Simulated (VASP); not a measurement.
# AlN (P6_3mc) in VASP: notebook

The runs below take AlN through single point, with r2SCAN.

Everything below comes from runs of VASP 6.6.1. Logs are shortened: lines on timing, memory, paths and dates and some standing lists are left out, and cuts for length are marked.

**1. The cell of the first run**

Symmetry: P6_3mc, No. 186, hexagonal system. Conventional cell: a = 3.034 Å, b = 3.034 Å, c = 9.829 Å, α = 90.00°, β = 90.00°, γ = 120.00°. Al (site symmetry 3m) has 4 N at 1.85 to 1.86 Å within 2.5 Å. Al (site symmetry 3m) has 4 N at 1.85 Å within 2.5 Å. Within 2.5 Å of N (site symmetry 3m) lie 4 Al at 1.85 to 1.86 Å. N (site symmetry 3m) has 4 Al at 1.85 Å within 2.5 Å.

**2. Single point, r2SCAN (9.79 Å³/atom)**

POSCAR reads:

```
AlN
1.0
    3.0339378462      0.0000000000      0.0000000000
   -1.5169689231      2.6274672483      0.0000000000
    0.0000000000      0.0000000000      9.8291113108
Al N
4 4
Direct
    0.0000000000      0.0000000000     -0.0012654044
    0.3333333333      0.6666666667      0.2498392886
    0.0000000000      0.0000000000      0.4987345956
    0.6666666667      0.3333333333      0.7498392886
    0.0000000000      0.0000000000      0.1882105911
    0.3333333333      0.6666666667      0.4382155246
    0.0000000000      0.0000000000      0.6882105911
    0.6666666667      0.3333333333      0.9382155246
```

INCAR.step1 reads:

```
PREC = Accurate
ENCUT = 520
ISMEAR = 0
SIGMA = 0.01
LREAL = F
LASPH = T
NELM = 80
NBANDS = 26
GGA = PE
ALGO = Normal
EDIFF = 1E-4
LWAVE = T
LCHARG = F
```

INCAR.step2 reads:

```
PREC = Accurate
ENCUT = 520
EDIFF = 1E-7
ISMEAR = 0
SIGMA = 0.01
LREAL = F
LASPH = T
NELM = 80
ALGO = Normal
ISIF = 2
LWAVE = F
LCHARG = T
METAGGA = R2SCAN
LMIXTAU = T
LELF = T
LVHAR = T
NBANDS = 26
ISTART = 1
```

KPOINTS reads:

```
Automatic mesh
0
Gamma
  9 9 2
```

Potentials or basis: VASP PAW PBE potentials, release 64 (Al, N).

On the command line:

```
$ cat potpaw_PBE.64/Al/POTCAR potpaw_PBE.64/N/POTCAR > POTCAR
$ cp INCAR.step1 INCAR
$ mpirun -np 1 vasp_std > vasp.out
$ cp INCAR.step2 INCAR
$ mpirun -np 1 vasp_std > vasp.out
```

OUTCAR:

```text
PREC = Accurate
   ENCUT = 520
   EDIFF = 1E-7
   ISMEAR = 0
   LREAL = F
   LASPH = T
   NELM = 80
   ISIF = 2
   METAGGA = R2SCAN
   ISTART = 1

 ion  position               nearest neighbor table
   1  0.000  0.000  0.999-   8 1.85   8 1.85   8 1.85   5 1.86   4 3.01   4 3.01   4 3.01   2 3.03
                             2 3.03   2 3.03
   2  0.333  0.667  0.250-   6 1.85   5 1.85   5 1.85   5 1.85   3 3.01   3 3.01   3 3.01   1 3.03
                             1 3.03   1 3.03
   3  0.000  0.000  0.499-   6 1.85   6 1.85   6 1.85   7 1.86   2 3.01   2 3.01   2 3.01   4 3.03
                             4 3.03   4 3.03
   4  0.667  0.333  0.750-   8 1.85   7 1.85   7 1.85   7 1.85   1 3.01   1 3.01   1 3.01   3 3.03
                             3 3.03   3 3.03
   5  0.000  0.000  0.188-   2 1.85   2 1.85   2 1.85   1 1.86
   6  0.333  0.667  0.438-   3 1.85   3 1.85   3 1.85   2 1.85
   7  0.000  0.000  0.688-   4 1.85   4 1.85   4 1.85   3 1.86
   8  0.667  0.333  0.938-   1 1.85   1 1.85   1 1.85   4 1.85

  LATTYP: Found a hexagonal cell.
 ALAT       =     3.0339378462
 C/A-ratio  =     3.2397207224

  Lattice vectors:

 A1 = (   3.0339378462,   0.0000000000,   0.0000000000)
 A2 = (  -1.5169689231,   2.6274672483,   0.0000000000)
 A3 = (   0.0000000000,   0.0000000000,   9.8291113108)

Analysis of symmetry for initial positions (statically):
=====================================================================
 Subroutine PRICEL returns:
 Original cell was already a primitive cell.

 Routine SETGRP: Setting up the symmetry group for a
 hexagonal supercell.

 Subroutine GETGRP returns: Found 12 space group operations
 (whereof  6 operations were pure point group operations)
 out of a pool of 24 trial point group operations.

The static configuration has the point symmetry C_3v.
 The point group associated with its full space group is C_6v.

Analysis of symmetry for dynamics (positions and initial velocities):
=====================================================================
 Subroutine PRICEL returns:
 Original cell was already a primitive cell.

 Routine SETGRP: Setting up the symmetry group for a
 hexagonal supercell.

 Subroutine GETGRP returns: Found 12 space group operations
 (whereof  6 operations were pure point group operations)
 out of a pool of 24 trial point group operations.

The dynamic configuration has the point symmetry C_3v.
 The point group associated with its full space group is C_6v.

 Subroutine INISYM returns: Found 12 space group operations
 (whereof  6 operations are pure point group operations),
 and found     1 'primitive' translations

----------------------------------------------------------------------------------------

                                     Primitive cell

  volume of cell :      78.3535

  direct lattice vectors                    reciprocal lattice vectors
     3.033937846  0.000000000  0.000000000     0.329604643  0.190297329  0.000000000
    -1.516968923  2.627467248  0.000000000     0.000000000  0.380594658  0.000000000
     0.000000000  0.000000000  9.829111311     0.000000000  0.000000000  0.101738598

  length of vectors
     3.033937846  3.033937846  9.829111311     0.380594658  0.380594658  0.101738598

  position of ions in fractional coordinates (direct lattice)
     0.000000000  0.000000000  0.998734596
     0.333333333  0.666666667  0.249839289
     0.000000000  0.000000000  0.498734596
     0.666666667  0.333333333  0.749839289
     0.000000000  0.000000000  0.188210591
     0.333333333  0.666666667  0.438215525
     0.000000000  0.000000000  0.688210591
     0.666666667  0.333333333  0.938215525

  ion indices of the primitive-cell ions
   primitive index   ion index
                 1           1
                 2           2
                 3           3
                 4           4
                 5           5
                 6           6
                 7           7
                 8           8

----------------------------------------------------------------------------------------

 KPOINTS: Automatic mesh

Automatic generation of k-mesh.
 Grid dimensions read from file:
 generate k-points for:    9    9    2

 Generating k-lattice:

  Cartesian coordinates                     Fractional coordinates (reciprocal lattice)
     0.036622738  0.021144148  0.000000000     0.111111111 -0.000000000  0.000000000
     0.000000000  0.042288295  0.000000000     0.000000000  0.111111111  0.000000000
     0.000000000  0.000000000  0.050869299     0.000000000  0.000000000  0.500000000

  Length of vectors
     0.042288295  0.042288295  0.050869299

  Shift w.r.t. Gamma in fractional coordinates (k-lattice)
     0.000000000  0.000000000  0.000000000

 Subroutine IBZKPT returns following result:
 ===========================================

 Found     24 irreducible k-points:

 Following reciprocal coordinates:
            Coordinates               Weight
  0.000000  0.000000  0.000000      1.000000
  0.111111 -0.000000  0.000000      6.000000
  0.222222 -0.000000  0.000000      6.000000
  0.333333 -0.000000  0.000000      6.000000
  0.444444 -0.000000  0.000000      6.000000
  0.111111  0.111111  0.000000      6.000000
[... 16 lines left out ...]
  0.333333  0.222222  0.500000     12.000000
  0.333333  0.333333  0.500000      2.000000
   k-points           NKPTS =     24   k-points in BZ     NKDIM =     24   number of bands    NBANDS=     26
   number of dos      NEDOS =    301   number of ions     NIONS =      8
   total plane-waves  NPLWV =  46080
   dimension x,y,z NGX =    24 NGY =   24 NGZ =   80
   dimension x,y,z NGXF=    48 NGYF=   48 NGZF=  160
   ions per type =               4   4
   NGX,Y,Z   is equivalent  to a cutoff of  13.15, 13.15, 13.53 a.u.
   NGXF,Y,Z  is equivalent  to a cutoff of  26.30, 26.30, 27.06 a.u.
 SYSTEM =  unknown system
   PREC   = accura    normal or accurate (medium, high low for compatibility)
   ISTART =      1    job   : 0-new  1-cont  2-samecut
   ICHARG =      0    charge: 1-file 2-atom 10-const
   ISPIN  =      1    spin polarized calculation?
   LNONCOLLINEAR =      F non collinear calculations
   LSORBIT =      F    spin-orbit coupling
   LASPH  =      T    aspherical Exc in radial PAW
   ENCUT  =  520.0 eV  38.22 Ry    6.18 a.u.   5.64  5.64 18.28*2*pi/ulx,y,z
   NELM   =     80;   NELMIN=  2; NELMDL=  0     # of ELM steps
   EDIFF  = 0.1E-06   stopping-criterion for ELM
   LREAL  =      F    real-space projection
   EDIFFG = 0.1E-05   stopping-criterion for IOM
   NSW    =      0    number of steps for IOM
   IBRION =     -1    ionic relax: 0-MD 1-quasi-New 2-CG
   NFREE  =      0    steps in history (QN), initial steepest desc. (CG)
   ISIF   =      2    stress and relaxation
   ISYM   =      2    0-nonsym 1-usesym 2-fastsym
   POTIM  = 0.5000    time-step for ionic-motion
   TEBEG  =    0.0;   TEEND  =   0.0 temperature during run
   PSTRESS=    0.0 pullay stress
   NELECT =      32.0000    total number of electrons
   NUPDOWN=      -1.0000    fix difference up-down
   EMIN   =  10.00;   EMAX   =-10.00  energy-range for DOS
   EFERMI =   0.00;   METHOD = LEGACY
   ISMEAR =     0;   SIGMA  =   0.01  broadening in eV -4-tet -1-fermi 0-gaus
   EFERMI_NEDOS =   21; number of points for ismear=-14 and -15
   IALGO  =     38    algorithm
   IMIX   =      4    mixing-type and parameters
     AMIX     =   0.40;   BMIX     =  1.00
     AMIX_MAG =   1.60;   BMIX_MAG =  1.00
  volume/ion in A,a.u.               =       9.79        66.09
  Fermi-wavevector in a.u.,A,eV,Ry     =   1.214615  2.295290 20.072543  1.475290
  Thomas-Fermi vector in A             =   2.350029
   LORBIT       =      0    0 simple, 1 ext, 2 COOP (PROOUT), +10 PAW based schemes
   METAGGA = R2SCAN    functional components
   LHFCALC =     F    Hartree Fock is set to
   AEXX    =    0.0000 exact exchange contribution
   IVDW    =     0    specifies the selected vdW correction
   LEPSILON=     F    determine dielectric tensor
   LRPA    =     F    only Hartree local field effects (RPA)
 non-spin polarized calculation
 Gauss-broadening in eV      SIGMA  =   0.01
  energy-cutoff  :      520.00
  volume of cell :       78.35
 maximum number of plane-waves:      2137
 NGX is ok and might be reduce to    24
   NGX = 11   NGY = 11   NGZ = 37

 number of electron      32.0000000 magnetization

 Free energy of the ion-electron system (eV)
  ---------------------------------------------------
  ext. energy  EPLUGINS =         0.00000000
  ---------------------------------------------------
  free energy    TOTEN  =       -76.59837890 eV

  energy without entropy =      -76.59837890  energy(sigma->0) =      -76.59837890

 E-fermi :   6.4748     XC(G=0): -11.6980

 val. band max:        6.3816149679   @ k =   0.0000   0.0000   0.0000
 cond. band min:      11.2747810226   @ k =   0.4444  -0.0000   0.0000
 fundamental gap:      4.8931660547
 Fermi energy:         6.4747909462

 k-point     1 :       0.0000    0.0000    0.0000
  band No.  band energies     occupation
      1      -9.8365      2.00000
      2      -8.9235      2.00000
      3      -8.8796      2.00000
      4      -7.5870      2.00000
      5       0.1348      2.00000
      6       2.9134      2.00000
[... 18 lines left out ...]
     25      18.9210      0.00000
     26      19.4497      0.00000

 k-point     2 :       0.1111   -0.0000    0.0000
  band No.  band energies     occupation
      1      -9.6649      2.00000
      2      -8.7749      2.00000
      3      -8.7307      2.00000
      4      -7.4881      2.00000
      5       0.3382      2.00000
      6       2.8781      2.00000
[... 18 lines left out ...]
     25      19.1759      0.00000
[... 608 lines left out ...]
     25      19.6877      0.00000
     26      19.6877      0.00000

 k-point    24 :       0.3333    0.3333    0.5000
  band No.  band energies     occupation
      1      -7.1262      2.00000
      2      -7.1262      2.00000
      3      -7.0884      2.00000
      4      -7.0884      2.00000
      5       1.3968      2.00000
      6       1.3968      2.00000
[... 18 lines left out ...]
     25      20.2973      0.00000
     26      20.2983      0.00000

------------------------ aborting loop because EDIFF is reached ----------------------------------------

  FORCE on cell =-STRESS in cart. coord.  units (eV):
  Direction    XX          YY          ZZ          XY          YZ          ZX
  --------------------------------------------------------------------------------------
  -------------------------------------------------------------------------------------
  Total        7.0915991      7.0915991      6.8728671      0.0000000     -0.0000000      0.0000000
  in kB      145.0095191    145.0095191    140.5368716      0.0000000     -0.0000000      0.0000000
  external PRESSURE =     143.5186366 kB  Pullay stress =       0.0000000 kB

 VOLUME and BASIS-vectors are now :
 -----------------------------------------------------------------------------
  energy-cutoff  :      520.00
  volume of cell :       78.35
      direct lattice vectors                 reciprocal lattice vectors
     3.033937846  0.000000000  0.000000000     0.329604643  0.190297329  0.000000000
    -1.516968923  2.627467248  0.000000000     0.000000000  0.380594658  0.000000000
     0.000000000  0.000000000  9.829111311     0.000000000  0.000000000  0.101738598

 POSITION                                       TOTAL-FORCE (eV/Angst)
 -----------------------------------------------------------------------------------
      0.00000      0.00000      9.81667         0.000000     -0.000000     -0.015378
     -0.00000      1.75164      2.45570        -0.000000      0.000000     -0.012957
      0.00000      0.00000      4.90212        -0.000000      0.000000     -0.015378
      1.51697      0.87582      7.37025         0.000000     -0.000000     -0.012957
      0.00000      0.00000      1.84994         0.000000     -0.000000      0.001215
     -0.00000      1.75164      4.30727         0.000000     -0.000000      0.027120
      0.00000      0.00000      6.76450         0.000000     -0.000000      0.001215
      1.51697      0.87582      9.22182        -0.000000     -0.000000      0.027120
 -----------------------------------------------------------------------------------
    total drift:                                0.000000      0.000000     -0.047700

  FREE ENERGIE OF THE ION-ELECTRON SYSTEM (eV)
  ---------------------------------------------------
  free  energy   TOTEN  =       -76.5983788964 eV

  energy  without entropy=      -76.5983788964  energy(sigma->0) =      -76.59837890
```

Run time: 5 min. Hardware: 1 thread of Intel Xeon 8259CL, shared host; peak memory 0.22 GiB.

Results:

```yaml
Free_energy: -76.5984 eV
Pressure: 14.4 GPa
Largest_force: 0.027 eV/Å
Band_gap_on_the_k_mesh: 4.89 eV (least direct gap 5.47 eV)
```

Forces in eV/Å, atoms in the order of the input:
```
Al   0.000  0.000 -0.015
Al   0.000  0.000 -0.013
Al   0.000  0.000 -0.015
Al   0.000  0.000 -0.013
N    0.000  0.000  0.001
N    0.000  0.000  0.027
N    0.000  0.000  0.001
N    0.000  0.000  0.027
```

Caveat: the cell stands under pressure; the PAW data sets were made with another functional, which shifts forces and pressure a little; an odd mesh through Γ misses points on the zone boundary, where band edges can lie.

**3. Single point, r2SCAN (10.11 Å³/atom)**

This run uses another cell than the first one, of 10.11 Å³/atom.

POSCAR: that of step 2 with these lines changed.

```diff
@@ -2,5 +2,5 @@
 1.0
-    3.0339378462      0.0000000000      0.0000000000
-   -1.5169689231      2.6274672483      0.0000000000
-    0.0000000000      0.0000000000      9.8291113108
+    3.0658763811      0.0000000000      0.0000000000
+   -1.5329381906      2.6551268309      0.0000000000
+    0.0000000000      0.0000000000      9.9325832442
 Al N
```

INCAR.step1 reads:

```
PREC = Accurate ; ENCUT = 520
ISMEAR = 0 ; SIGMA = 0.01
LREAL = F ; LASPH = T
NELM = 60 ; NBANDS = 26
GGA = PE ; ALGO = Normal
EDIFF = 1E-4 ; LWAVE = T
LCHARG = F
```

INCAR.step2 reads:

```
PREC = Accurate ; ENCUT = 520
EDIFF = 1E-7 ; ISMEAR = 0
SIGMA = 0.01 ; LREAL = F
LASPH = T ; NELM = 60
ALGO = Normal ; ISIF = 2
LWAVE = F ; LCHARG = F
METAGGA = R2SCAN ; LMIXTAU = T
NBANDS = 26 ; ISTART = 1
```

KPOINTS reads:

```
regular mesh
0
Gamma
  9 9 2
```

Potentials or basis: VASP PAW PBE potentials, release 64 (Al, N).

On the command line:

```
$ cat potpaw_PBE.64/Al/POTCAR potpaw_PBE.64/N/POTCAR > POTCAR
$ cp INCAR.step1 INCAR
$ mpirun -np 1 vasp_std > vasp.out
$ cp INCAR.step2 INCAR
$ mpirun -np 1 vasp_std > vasp.out
```

It took 4.8 min on 1 thread of Intel Xeon 8259CL, shared host; peak memory 0.22 GiB.

The run converged. Its results:

```
Free energy            : -76.7627 eV
Pressure               : 6.4 GPa
Largest force          : 0.014 eV/Å
Band gap on the k mesh : 4.84 eV (least direct gap 5.19 eV)
```

Forces in eV/Å, atoms in the order of the input:
```
Al   0.000  0.000 -0.007
Al   0.000  0.000 -0.009
Al   0.000  0.000 -0.007
Al   0.000  0.000 -0.009
N    0.000  0.000  0.002
N    0.000  0.000  0.014
N    0.000  0.000  0.002
N    0.000  0.000  0.014
```

Stress tensor (GPa, compression positive):
```
6.50 0.00 0.00
0.00 6.50 0.00
0.00 0.00 6.31
```

Levels at points of the mesh, in eV from the valence-band top:
| k point | band 14 | band 15 | band 16 | band 17 | band 18 | band 19 |
| --- | --- | --- | --- | --- | --- | --- |
| (0.00, 0.00, 0.00) | -0.10 | -0.10 | 0.00 | 5.19 | 7.39 | 7.67 |
| (0.00, 0.00, 0.50) | -0.19 | -0.19 | -0.19 | 6.13 | 6.13 | 8.14 |

Caveat: the cell stands under pressure; the PAW data sets were made with another functional, which shifts forces and pressure a little; an odd mesh through Γ misses points on the zone boundary, where band edges can lie.

(Part 1 of 2 ends here.)
